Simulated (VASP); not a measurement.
# KBr (P6_3/mmc) in VASP: further runs

The runs below take KBr through single point, with r2SCAN.

Program: VASP 6.6.1. These are calculated values, not measurements. Logs are shortened: lines on timing, memory, paths and dates and some standing lists are left out, and cuts for length are marked.

## Step 1: The cell of the first run

Symmetry: P6_3/mmc, No. 194, hexagonal system. The conventional cell has a = 5.618 Å, b = 5.618 Å, c = 6.554 Å, α = 90.00°, β = 90.00°, γ = 120.00°. K (site symmetry -6m2) has 5 Br at 3.24 to 3.28 Å within 4.3 Å. Br (site symmetry -6m2) has 5 K at 3.24 to 3.28 Å within 4.3 Å.

## Step 2: Single point, r2SCAN

Contents of POSCAR:

```
KBr
1.0
    5.6181215190      0.0000000000      0.0000000000
   -2.8090607595      4.8654359570      0.0000000000
    0.0000000000      0.0000000000      6.5535957913
K Br
2 2
Direct
    0.3333333333      0.6666666667      0.2500000000
    0.6666666667      0.3333333333      0.7500000000
    0.6666666667      0.3333333333      0.2500000000
    0.3333333333      0.6666666667      0.7500000000
```

Contents of INCAR.step1:

```
SYSTEM = KBr
PREC = Accurate ; ENCUT = 520
ISMEAR = 0 ; SIGMA = 0.01
LREAL = .FALSE. ; LASPH = .TRUE.
NELM = 100 ; NBANDS = 24
GGA = PE ; ALGO = Normal
EDIFF = 1E-4 ; LWAVE = .TRUE.
LCHARG = .FALSE.
```

Contents of INCAR.step2:

```
SYSTEM = KBr
PREC = Accurate ; ENCUT = 520
EDIFF = 1E-6 ; ISMEAR = 0
SIGMA = 0.01 ; LREAL = .FALSE.
LASPH = .TRUE. ; NELM = 100
ALGO = Normal ; ISIF = 2
LWAVE = .FALSE. ; LCHARG = .FALSE.
METAGGA = R2SCAN ; LMIXTAU = .TRUE.
NBANDS = 24 ; ISTART = 1
```

Contents of KPOINTS:

```
regular mesh
0
G
  6 6 4
  0 0 0
```

Potentials or basis: VASP PAW PBE potentials, release 64 (K_sv, Br).

The run is started by

```console
$ cat potpaw_PBE.64/K_sv/POTCAR potpaw_PBE.64/Br/POTCAR > POTCAR
$ cp INCAR.step1 INCAR
$ mpirun -np 1 vasp_std > vasp.out
$ cp INCAR.step2 INCAR
$ mpirun -np 1 vasp_std > vasp.out
```

OUTCAR:

```text
SYSTEM = KBr
   PREC = Accurate
   ENCUT = 520
   EDIFF = 1E-6
   ISMEAR = 0
   LREAL = .FALSE.
   LASPH = .TRUE.
   NELM = 100
   ISIF = 2
   METAGGA = R2SCAN
   ISTART = 1

 ion  position               nearest neighbor table
   1  0.333  0.667  0.250-   3 3.24   3 3.24   3 3.24   4 3.28   4 3.28
   2  0.667  0.333  0.750-   4 3.24   4 3.24   4 3.24   3 3.28   3 3.28
   3  0.667  0.333  0.250-   1 3.24   1 3.24   1 3.24   2 3.28   2 3.28
   4  0.333  0.667  0.750-   2 3.24   2 3.24   2 3.24   1 3.28   1 3.28

  LATTYP: Found a hexagonal cell.
 ALAT       =     5.6181215190
 C/A-ratio  =     1.1665101528

  Lattice vectors:

 A1 = (   5.6181215190,   0.0000000000,   0.0000000000)
 A2 = (  -2.8090607595,   4.8654359570,   0.0000000000)
 A3 = (   0.0000000000,   0.0000000000,   6.5535957913)

Analysis of symmetry for initial positions (statically):
=====================================================================
 Subroutine PRICEL returns:
 Original cell was already a primitive cell.

 Routine SETGRP: Setting up the symmetry group for a
 hexagonal supercell.

 Subroutine GETGRP returns: Found 24 space group operations
 (whereof 12 operations were pure point group operations)
 out of a pool of 24 trial point group operations.

The static configuration has the point symmetry D_3d.
 The point group associated with its full space group is D_6h.

Analysis of symmetry for dynamics (positions and initial velocities):
=====================================================================
 Subroutine PRICEL returns:
 Original cell was already a primitive cell.

 Routine SETGRP: Setting up the symmetry group for a
 hexagonal supercell.

 Subroutine GETGRP returns: Found 24 space group operations
 (whereof 12 operations were pure point group operations)
 out of a pool of 24 trial point group operations.

The dynamic configuration has the point symmetry D_3d.
 The point group associated with its full space group is D_6h.

 Subroutine INISYM returns: Found 24 space group operations
 (whereof 12 operations are pure point group operations),
 and found     1 'primitive' translations

----------------------------------------------------------------------------------------

                                     Primitive cell

  volume of cell :     179.1400

  direct lattice vectors                    reciprocal lattice vectors
     5.618121519  0.000000000  0.000000000     0.177995438  0.102765714  0.000000000
    -2.809060759  4.865435957  0.000000000     0.000000000  0.205531428  0.000000000
     0.000000000  0.000000000  6.553595791     0.000000000  0.000000000  0.152587989

  length of vectors
     5.618121519  5.618121519  6.553595791     0.205531428  0.205531428  0.152587989

  position of ions in fractional coordinates (direct lattice)
     0.333333333  0.666666667  0.250000000
     0.666666667  0.333333333  0.750000000
     0.666666667  0.333333333  0.250000000
     0.333333333  0.666666667  0.750000000

  ion indices of the primitive-cell ions
   primitive index   ion index
                 1           1
                 2           2
                 3           3
                 4           4

----------------------------------------------------------------------------------------

 KPOINTS: regular mesh

Automatic generation of k-mesh.
 Grid dimensions read from file:
 generate k-points for:    6    6    4

 Generating k-lattice:

  Cartesian coordinates                     Fractional coordinates (reciprocal lattice)
     0.029665906  0.017127619  0.000000000     0.166666667  0.000000000  0.000000000
     0.000000000  0.034255238  0.000000000     0.000000000  0.166666667  0.000000000
     0.000000000  0.000000000  0.038146997     0.000000000  0.000000000  0.250000000

  Length of vectors
     0.034255238  0.034255238  0.038146997

  Shift w.r.t. Gamma in fractional coordinates (k-lattice)
     0.000000000  0.000000000  0.000000000

 Subroutine IBZKPT returns following result:
 ===========================================

 Found     21 irreducible k-points:

 Following reciprocal coordinates:
            Coordinates               Weight
  0.000000  0.000000  0.000000      1.000000
  0.166667  0.000000  0.000000      6.000000
  0.333333  0.000000  0.000000      6.000000
  0.500000  0.000000  0.000000      3.000000
  0.166667  0.166667  0.000000      6.000000
  0.333333  0.166667  0.000000     12.000000
[... 13 lines left out ...]
  0.333333  0.166667  0.500000     12.000000
  0.333333  0.333333  0.500000      2.000000
   k-points           NKPTS =     21   k-points in BZ     NKDIM =     21   number of bands    NBANDS=     24
   number of dos      NEDOS =    301   number of ions     NIONS =      4
   total plane-waves  NPLWV =  88200
   dimension x,y,z NGX =    42 NGY =   42 NGZ =   50
   dimension x,y,z NGXF=    84 NGYF=   84 NGZF=  100
   ions per type =               2   2
   NGX,Y,Z   is equivalent  to a cutoff of  12.43, 12.43, 12.68 a.u.
   NGXF,Y,Z  is equivalent  to a cutoff of  24.86, 24.86, 25.37 a.u.
 SYSTEM =  KBr
   PREC   = accura    normal or accurate (medium, high low for compatibility)
   ISTART =      1    job   : 0-new  1-cont  2-samecut
   ICHARG =      0    charge: 1-file 2-atom 10-const
   ISPIN  =      1    spin polarized calculation?
   LNONCOLLINEAR =      F non collinear calculations
   LSORBIT =      F    spin-orbit coupling
   LASPH  =      T    aspherical Exc in radial PAW
   ENCUT  =  520.0 eV  38.22 Ry    6.18 a.u.  10.45 10.45 12.19*2*pi/ulx,y,z
   NELM   =    100;   NELMIN=  2; NELMDL=  0     # of ELM steps
   EDIFF  = 0.1E-05   stopping-criterion for ELM
   LREAL  =      F    real-space projection
   EDIFFG = 0.1E-04   stopping-criterion for IOM
   NSW    =      0    number of steps for IOM
   IBRION =     -1    ionic relax: 0-MD 1-quasi-New 2-CG
   NFREE  =      0    steps in history (QN), initial steepest desc. (CG)
   ISIF   =      2    stress and relaxation
   ISYM   =      2    0-nonsym 1-usesym 2-fastsym
   POTIM  = 0.5000    time-step for ionic-motion
   TEBEG  =    0.0;   TEEND  =   0.0 temperature during run
   PSTRESS=    0.0 pullay stress
   NELECT =      32.0000    total number of electrons
   NUPDOWN=      -1.0000    fix difference up-down
   EMIN   =  10.00;   EMAX   =-10.00  energy-range for DOS
   EFERMI =   0.00;   METHOD = LEGACY
   ISMEAR =     0;   SIGMA  =   0.01  broadening in eV -4-tet -1-fermi 0-gaus
   EFERMI_NEDOS =   21; number of points for ismear=-14 and -15
   IALGO  =     38    algorithm
   IMIX   =      4    mixing-type and parameters
     AMIX     =   0.40;   BMIX     =  1.00
     AMIX_MAG =   1.60;   BMIX_MAG =  1.00
  volume/ion in A,a.u.               =      44.78       302.22
  Fermi-wavevector in a.u.,A,eV,Ry     =   0.921992  1.742313 11.565903  0.850070
  Thomas-Fermi vector in A             =   2.047470
   LORBIT       =      0    0 simple, 1 ext, 2 COOP (PROOUT), +10 PAW based schemes
   METAGGA = R2SCAN    functional components
   LHFCALC =     F    Hartree Fock is set to
   AEXX    =    0.0000 exact exchange contribution
   IVDW    =     0    specifies the selected vdW correction
   LEPSILON=     F    determine dielectric tensor
   LRPA    =     F    only Hartree local field effects (RPA)
 non-spin polarized calculation
 Gauss-broadening in eV      SIGMA  =   0.01
  energy-cutoff  :      520.00
  volume of cell :      179.14
 maximum number of plane-waves:      4860
 NGX is ok and might be reduce to    42
   NGX = 21   NGY = 21   NGZ = 25

 number of electron      32.0000002 magnetization

 Free energy of the ion-electron system (eV)
  ---------------------------------------------------
  ext. energy  EPLUGINS =         0.00000000
  ---------------------------------------------------
  free energy    TOTEN  =       -46.22826047 eV

  energy without entropy =      -46.22826047  energy(sigma->0) =      -46.22826047

 E-fermi :  -2.7864     XC(G=0):  -6.6366

 val. band max:       -2.9209601770   @ k =   0.0000   0.0000   0.0000
 cond. band min:       1.8447888534   @ k =   0.0000   0.0000   0.0000
 fundamental gap:      4.7657490304
 Fermi energy:        -2.7863991937

 k-point     1 :       0.0000    0.0000    0.0000
  band No.  band energies     occupation
      1     -31.9585      2.00000
      2     -31.9522      2.00000
      3     -15.5808      2.00000
      4     -15.4936      2.00000
      5     -14.7283      2.00000
      6     -14.7124      2.00000
[... 16 lines left out ...]
     23       6.0451      0.00000
     24       6.4448      0.00000

 k-point     2 :       0.1667    0.0000    0.0000
  band No.  band energies     occupation
      1     -31.9580      2.00000
      2     -31.9525      2.00000
      3     -15.6125      2.00000
      4     -15.5409      2.00000
      5     -14.7235      2.00000
      6     -14.7149      2.00000
[... 16 lines left out ...]
     23       6.0651      0.00000
     24       6.3470      0.00000

 k-point     3 :       0.3333    0.0000    0.0000
  band No.  band energies     occupation
      1     -31.9569      2.00000
      2     -31.9532      2.00000
      3     -15.6661      2.00000
      4     -15.6246      2.00000
      5     -14.7197      2.00000
      6     -14.7115      2.00000
[... 16 lines left out ...]
     23       6.1605      0.00000
     24       6.3814      0.00000
[... 433 lines left out ...]
 k-point    20 :       0.3333    0.1667    0.5000
  band No.  band energies     occupation
      1     -31.9549      2.00000
      2     -31.9549      2.00000
      3     -15.7706      2.00000
      4     -15.7706      2.00000
      5     -14.7047      2.00000
      6     -14.7047      2.00000
[... 16 lines left out ...]
     23       6.3434      0.00000
     24       6.3434      0.00000

 k-point    21 :       0.3333    0.3333    0.5000
  band No.  band energies     occupation
      1     -31.9548      2.00000
      2     -31.9548      2.00000
      3     -15.7828      2.00000
      4     -15.7828      2.00000
      5     -14.7074      2.00000
      6     -14.7074      2.00000
[... 16 lines left out ...]
     23       6.4522      0.00000
     24       6.4522      0.00000

------------------------ aborting loop because EDIFF is reached ----------------------------------------

  FORCE on cell =-STRESS in cart. coord.  units (eV):
  Direction    XX          YY          ZZ          XY          YZ          ZX
  --------------------------------------------------------------------------------------
  -------------------------------------------------------------------------------------
  Total        0.0107591      0.0107591      0.0148713      0.0000000      0.0000000      0.0000000
  in kB        0.0962267      0.0962267      0.1330045      0.0000000      0.0000000      0.0000000
  external PRESSURE =       0.1084860 kB  Pullay stress =       0.0000000 kB

 VOLUME and BASIS-vectors are now :
 -----------------------------------------------------------------------------
  energy-cutoff  :      520.00
  volume of cell :      179.14
      direct lattice vectors                 reciprocal lattice vectors
     5.618121519  0.000000000  0.000000000     0.177995438  0.102765714  0.000000000
    -2.809060759  4.865435957  0.000000000     0.000000000  0.205531428  0.000000000
     0.000000000  0.000000000  6.553595791     0.000000000  0.000000000  0.152587989

 POSITION                                       TOTAL-FORCE (eV/Angst)
 -----------------------------------------------------------------------------------
     -0.00000      3.24362      1.63840        -0.000000     -0.000000     -0.000000
      2.80906      1.62181      4.91520         0.000000      0.000000      0.000000
      2.80906      1.62181      1.63840         0.000000      0.000000     -0.000000
     -0.00000      3.24362      4.91520        -0.000000     -0.000000     -0.000000
 -----------------------------------------------------------------------------------
    total drift:                               -0.000000      0.000000      0.000000

  FREE ENERGIE OF THE ION-ELECTRON SYSTEM (eV)
  ---------------------------------------------------
  free  energy   TOTEN  =       -46.2282604746 eV

  energy  without entropy=      -46.2282604746  energy(sigma->0) =      -46.22826047
```

Wall time 2.6 min (1 thread of Intel Xeon 6975P-C (Granite Rapids), shared host); peak memory 0.35 GiB.

What came out:

| Item | Value |
| --- | --- |
| Free energy | -46.2283 eV |
| Pressure | 0.0 GPa |
| Band gap on the k mesh | 4.77 eV, direct |

Caveat: the PAW data sets were made with another functional, which shifts forces and pressure a little. r2SCAN opens gaps a little over a GGA but as a rule still falls short of measured ones.

## Step 3: Single point, r2SCAN

POSCAR is that of step 2.

Contents of INCAR.step1:

```
ALGO = Normal
EDIFF = 1E-4
ENCUT = 520
GGA = PE
ISMEAR = 0
LASPH = True
LCHARG = False
LREAL = False
LWAVE = True
NBANDS = 24
NELM = 80
PREC = Accurate
SIGMA = 0.01
```

Contents of INCAR.step2:

```
ALGO = Normal
EDIFF = 1E-6
ENCUT = 520
ISIF = 2
ISMEAR = 0
ISTART = 1
LASPH = True
LCHARG = False
LMIXTAU = True
LREAL = False
LWAVE = False
METAGGA = R2SCAN
NBANDS = 24
NELM = 80
PREC = Accurate
SIGMA = 0.01
```

Contents of KPOINTS:

```
k-points
0
Gamma
  6 6 4
```

Potentials or basis: VASP PAW PBE potentials, release 64 (K_sv, Br).

The run is started by

```console
$ cat potpaw_PBE.64/K_sv/POTCAR potpaw_PBE.64/Br/POTCAR > POTCAR
$ cp INCAR.step1 INCAR
$ mpirun -np 1 vasp_std > vasp.out
$ cp INCAR.step2 INCAR
$ mpirun -np 1 vasp_std > vasp.out
```

Wall time 2.6 min (1 thread of Intel Xeon 6975P-C (Granite Rapids), shared host); peak memory 0.35 GiB.

The run converged. Its results:

```
Free energy            : -46.2283 eV
Pressure               : 0.0 GPa
Band gap on the k mesh : 4.77 eV, direct
```

Levels at points of the mesh, in eV from the valence-band top:
```
           k point  band 14  band 15  band 16  band 17  band 18  band 19
(0.00, 0.00, 0.00)    -0.29    -0.29     0.00     4.77     7.83     8.08
(0.50, 0.00, 0.00)    -0.45    -0.25    -0.15     6.46     7.19     7.21
(0.00, 0.00, 0.50)    -0.40    -0.40    -0.40     6.03     6.03     9.08
(0.50, 0.00, 0.50)    -0.35    -0.27    -0.27     6.76     6.76     8.61
```

Caveat: the PAW data sets were made with another functional, which shifts forces and pressure a little. A k mesh can miss the band edges.

(Continued in part 2 of 2.)
